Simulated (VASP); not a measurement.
# SiC (R3m) in VASP: a series of runs

SiC is run at these levels: PBEsol; tasks: relaxation of the atoms.

All numbers are computed with VASP 6.6.1; they aren't measurements. Logs are shortened: lines on timing, memory, paths and dates and some standing lists are left out, and cuts for length are marked.

### Step 1. The cell of the first run

The structure is trigonal, space group R3m (No. 160). The conventional cell has a = 3.035 Å, b = 3.035 Å, c = 7.454 Å, α = 90.00°, β = 90.00°, γ = 120.00°. Within 2.5 Å of Si (site symmetry 3m) lie 4 C at 1.85 to 1.86 Å. Within 2.5 Å of C (site symmetry 3m) lie 4 Si at 1.85 to 1.86 Å.

### Step 2. Relaxation of the atoms, PBEsol (strained cell)

The input, INCAR:

```
  ALGO = Normal
  EDIFF = 1E-7
  EDIFFG = -0.002
  ENCUT = 520
  GGA = PS
  GGA_COMPAT = False
  IBRION = 2
  ISIF = 2
  ISMEAR = 0
  LASPH = True
  LCHARG = False
  LREAL = False
  LWAVE = False
  NELM = 120
  NELMIN = 4
  NSW = 60
  PREC = Accurate
  SIGMA = 0.02
```

The input, KPOINTS:

```
k-points
0
Gamma
  9 9 9
```

The input, POSCAR:

```
SiC
1.0
    0.0041115828      2.1498653132      2.1498653132
    2.1498653132      0.0041115828      2.1498653132
    2.1498653132      2.1498653132      0.0041115828
Si C
1 1
Direct
    0.0008479889      0.0008479889      0.0008479889
    0.2491520111      0.2491520111      0.2491520111
```

Potentials or basis: VASP PAW PBE potentials, release 64 (Si, C).

Run with:

```console
$ cat potpaw_PBE.64/Si/POTCAR potpaw_PBE.64/C/POTCAR > POTCAR
$ mpirun -np 1 vasp_std > vasp.out
```

OUTCAR:

```text
EDIFF = 1E-7
   EDIFFG = -0.002
   ENCUT = 520
   GGA = PS
   IBRION = 2
   ISIF = 2
   ISMEAR = 0
   LASPH = True
   LREAL = False
   NELM = 120
   NELMIN = 4
   NSW = 60
   PREC = Accurate

 ion  position               nearest neighbor table
   1  0.001  0.001  0.001-   2 1.85   2 1.86   2 1.86   2 1.86
   2  0.249  0.249  0.249-   1 1.85   1 1.86   1 1.86   1 1.86

  LATTYP: Found a trigonal (rhomboedric) cell.
 ALAT       =     3.0403714633
 COS(alpha) =     0.5019115660

  Lattice vectors:

 A1 = (   0.0041115828,   2.1498653132,   2.1498653132)
 A2 = (   2.1498653132,   0.0041115828,   2.1498653132)
 A3 = (   2.1498653132,   2.1498653132,   0.0041115828)

Analysis of symmetry for initial positions (statically):
=====================================================================
 Subroutine PRICEL returns:
 Original cell was already a primitive cell.

 Routine SETGRP: Setting up the symmetry group for a
 trigonal (rhombohedral) supercell.

 Subroutine GETGRP returns: Found  6 space group operations
 (whereof  6 operations were pure point group operations)
 out of a pool of 12 trial point group operations.

The static configuration has the point symmetry C_3v.

Analysis of symmetry for dynamics (positions and initial velocities):
=====================================================================
 Subroutine PRICEL returns:
 Original cell was already a primitive cell.

 Routine SETGRP: Setting up the symmetry group for a
 trigonal (rhombohedral) supercell.

 Subroutine GETGRP returns: Found  6 space group operations
 (whereof  6 operations were pure point group operations)
 out of a pool of 12 trial point group operations.

The dynamic configuration has the point symmetry C_3v.

 Subroutine INISYM returns: Found  6 space group operations
 (whereof  6 operations are pure point group operations),
 and found     1 'primitive' translations

----------------------------------------------------------------------------------------

                                     Primitive cell

  volume of cell :      19.8160

  direct lattice vectors                    reciprocal lattice vectors
     0.004111583  2.149865313  2.149865313    -0.233240962  0.232795744  0.232795744
     2.149865313  0.004111583  2.149865313     0.232795744 -0.233240962  0.232795744
     2.149865313  2.149865313  0.004111583     0.232795744  0.232795744 -0.233240962

  length of vectors
     3.040371463  3.040371463  3.040371463     0.403471267  0.403471267  0.403471267

  position of ions in fractional coordinates (direct lattice)
     0.000847989  0.000847989  0.000847989
     0.249152011  0.249152011  0.249152011

  ion indices of the primitive-cell ions
   primitive index   ion index
                 1           1
                 2           2

----------------------------------------------------------------------------------------

 KPOINTS: k-points

Automatic generation of k-mesh.
 Grid dimensions read from file:
 generate k-points for:    9    9    9

 Generating k-lattice:

  Cartesian coordinates                     Fractional coordinates (reciprocal lattice)
    -0.025915662  0.025866194  0.025866194     0.111111111 -0.000000000 -0.000000000
     0.025866194 -0.025915662  0.025866194    -0.000000000  0.111111111 -0.000000000
     0.025866194  0.025866194 -0.025915662    -0.000000000 -0.000000000  0.111111111

  Length of vectors
     0.044830141  0.044830141  0.044830141

  Shift w.r.t. Gamma in fractional coordinates (k-lattice)
     0.000000000  0.000000000  0.000000000

 Subroutine IBZKPT returns following result:
 ===========================================

 Found     85 irreducible k-points:

 Following reciprocal coordinates:
            Coordinates               Weight
  0.000000  0.000000  0.000000      1.000000
  0.111111  0.000000  0.000000      6.000000
  0.222222  0.000000  0.000000      6.000000
  0.333333  0.000000 -0.000000      6.000000
  0.444444  0.000000  0.000000      6.000000
  0.111111  0.111111 -0.000000      6.000000
[... 16 lines left out ...]
 -0.333333  0.333333  0.000000      6.000000
  0.444444  0.444444  0.000000      6.000000
 [... further k-points ...]
   k-points           NKPTS =     85   k-points in BZ     NKDIM =     85   number of bands    NBANDS=      8
   number of dos      NEDOS =    301   number of ions     NIONS =      2
   total plane-waves  NPLWV =  13824
   dimension x,y,z NGX =    24 NGY =   24 NGZ =   24
   dimension x,y,z NGXF=    48 NGYF=   48 NGZF=   48
   ions per type =               1   1
   NGX,Y,Z   is equivalent  to a cutoff of  13.12, 13.12, 13.12 a.u.
   NGXF,Y,Z  is equivalent  to a cutoff of  26.25, 26.25, 26.25 a.u.
 SYSTEM =  unknown system
   PREC   = accura    normal or accurate (medium, high low for compatibility)
   ISTART =      0    job   : 0-new  1-cont  2-samecut
   ICHARG =      2    charge: 1-file 2-atom 10-const
   ISPIN  =      1    spin polarized calculation?
   LNONCOLLINEAR =      F non collinear calculations
   LSORBIT =      F    spin-orbit coupling
   LASPH  =      T    aspherical Exc in radial PAW
   ENCUT  =  520.0 eV  38.22 Ry    6.18 a.u.   5.65  5.65  5.65*2*pi/ulx,y,z
   NELM   =    120;   NELMIN=  4; NELMDL= -5     # of ELM steps
   EDIFF  = 0.1E-06   stopping-criterion for ELM
   LREAL  =      F    real-space projection
   EDIFFG = -.2E-02   stopping-criterion for IOM
   NSW    =     60    number of steps for IOM
   IBRION =      2    ionic relax: 0-MD 1-quasi-New 2-CG
   NFREE  =      1    steps in history (QN), initial steepest desc. (CG)
   ISIF   =      2    stress and relaxation
   ISYM   =      2    0-nonsym 1-usesym 2-fastsym
   POTIM  = 0.5000    time-step for ionic-motion
   TEBEG  =    0.0;   TEEND  =   0.0 temperature during run
   PSTRESS=    0.0 pullay stress
   NELECT =       8.0000    total number of electrons
   NUPDOWN=      -1.0000    fix difference up-down
   EMIN   =  10.00;   EMAX   =-10.00  energy-range for DOS
   EFERMI =   0.00;   METHOD = LEGACY
   ISMEAR =     0;   SIGMA  =   0.02  broadening in eV -4-tet -1-fermi 0-gaus
   EFERMI_NEDOS =   21; number of points for ismear=-14 and -15
   IALGO  =     38    algorithm
   IMIX   =      4    mixing-type and parameters
     AMIX     =   0.40;   BMIX     =  1.00
     AMIX_MAG =   1.60;   BMIX_MAG =  1.00
  volume/ion in A,a.u.               =       9.91        66.86
  Fermi-wavevector in a.u.,A,eV,Ry     =   1.209946  2.286467 19.918525  1.463970
  Thomas-Fermi vector in A             =   2.345508
   LORBIT       =      0    0 simple, 1 ext, 2 COOP (PROOUT), +10 PAW based schemes
   GGA     = PS    functional components
   LHFCALC =     F    Hartree Fock is set to
   AEXX    =    0.0000 exact exchange contribution
   IVDW    =     0    specifies the selected vdW correction
   LEPSILON=     F    determine dielectric tensor
   LRPA    =     F    only Hartree local field effects (RPA)
 conjugate gradient relaxation of ions
 non-spin polarized calculation
 Gauss-broadening in eV      SIGMA  =   0.02
  energy-cutoff  :      520.00
  volume of cell :       19.82
 maximum number of plane-waves:       543
   NGX = 11   NGY = 11   NGZ = 11

--------------------------------------- Ionic step        1  -------------------------------------------

 number of electron       7.9999999 magnetization

 Free energy of the ion-electron system (eV)
  ---------------------------------------------------
  ext. energy  EPLUGINS =         0.00000000
  ---------------------------------------------------
  free energy    TOTEN  =       -15.88452785 eV

  energy without entropy =      -15.88452785  energy(sigma->0) =      -15.88452785

------------------------ aborting loop because EDIFF is reached ----------------------------------------

  FORCE on cell =-STRESS in cart. coord.  units (eV):
  Direction    XX          YY          ZZ          XY          YZ          ZX
  --------------------------------------------------------------------------------------
  -------------------------------------------------------------------------------------
  Total        1.3117260      1.3117260      1.3117260      0.0081744      0.0081744      0.0081744
  in kB      106.0565832    106.0565832    106.0565832      0.6609247      0.6609247      0.6609247
  external PRESSURE =     106.0565832 kB  Pullay stress =       0.0000000 kB
[... 57 lines left out ...]
  energy  without entropy=      -15.8843695406  energy(sigma->0) =      -15.88436954

--------------------------------------- Ionic step        3  -------------------------------------------

 number of electron       7.9999999 magnetization

 Free energy of the ion-electron system (eV)
  ---------------------------------------------------
  ext. energy  EPLUGINS =         0.00000000
  ---------------------------------------------------
  free energy    TOTEN  =       -15.88580335 eV

  energy without entropy =      -15.88580335  energy(sigma->0) =      -15.88580335

 E-fermi :   8.6525     XC(G=0): -11.6921

 val. band max:        8.5609623368   @ k =   0.0000   0.0000   0.0000
 cond. band min:       9.8957774799   @ k =   0.4444   0.4444   0.0000
 fundamental gap:      1.3348151431
 Fermi energy:         8.6525328297

 k-point     1 :       0.0000    0.0000    0.0000
  band No.  band energies     occupation
      1      -7.2189      2.00000
      2       8.5282      2.00000
      3       8.5610      2.00000
      4       8.5610      2.00000
      5      15.2386      0.00000
      6      16.0577      0.00000
      7      16.1178      0.00000
      8      16.1178      0.00000
[... 243 lines left out ...]
 k-point    24 :       0.4444    0.4444    0.0000
  band No.  band energies     occupation
      1      -2.4480      2.00000
      2       1.1418      2.00000
      3       5.3061      2.00000
      4       5.3424      2.00000
      5       9.8958      0.00000
      6      12.9996      0.00000
      7      22.7373      0.00000
      8      22.7390      0.00000

 [... further k-points ...]

------------------------ aborting loop because EDIFF is reached ----------------------------------------

  FORCE on cell =-STRESS in cart. coord.  units (eV):
  Direction    XX          YY          ZZ          XY          YZ          ZX
  --------------------------------------------------------------------------------------
  -------------------------------------------------------------------------------------
  Total        1.3110128      1.3110128      1.3110128     -0.0616556     -0.0616556     -0.0616556
  in kB      105.9989154    105.9989154    105.9989154     -4.9850185     -4.9850185     -4.9850185
  external PRESSURE =     105.9989154 kB  Pullay stress =       0.0000000 kB
[... 17 lines left out ...]
  FREE ENERGIE OF THE ION-ELECTRON SYSTEM (eV)
  ---------------------------------------------------
  free  energy   TOTEN  =       -15.8858033538 eV

  energy  without entropy=      -15.8858033538  energy(sigma->0) =      -15.88580335

 reached required accuracy - stopping structural energy minimisation
```

Wall time 32 s (1 thread of Intel Xeon 8259CL, shared host); peak memory 0.14 GiB.

What came out:

- Free energy: -15.8858 eV
- Energy gained by relaxing: 0.6 meV/atom
- Ionic steps: 3
- Pressure after relaxing: 10.6 GPa
- Band gap on the k mesh: 1.33 eV (least direct gap 4.55 eV)

The path:
```csv
step,energy change (eV),largest force (eV/Å),pressure (GPa)
1,0.0000,0.2353,10.61
2,0.0002,0.2416,10.63
3,-0.0013,0.0000,10.60
```

Final structure:
```yaml
crystal:
  lattice:
    - [0.00411, 2.14987, 2.14987]
    - [2.14987, 0.00411, 2.14987]
    - [2.14987, 2.14987, 0.00411]
  atoms:
    - { symbol: Si, position: [0.00012, 0.00012, 0.00012] }
    - { symbol: C, position: [0.24988, 0.24988, 0.24988] }
```

Caveat: the cell differs from its parent crystal (strained cell); the PAW data sets were made with another functional, which shifts forces and pressure a little; an odd mesh through Γ misses points on the zone boundary, where band edges can lie.

(Continued in part 2 of 3.)
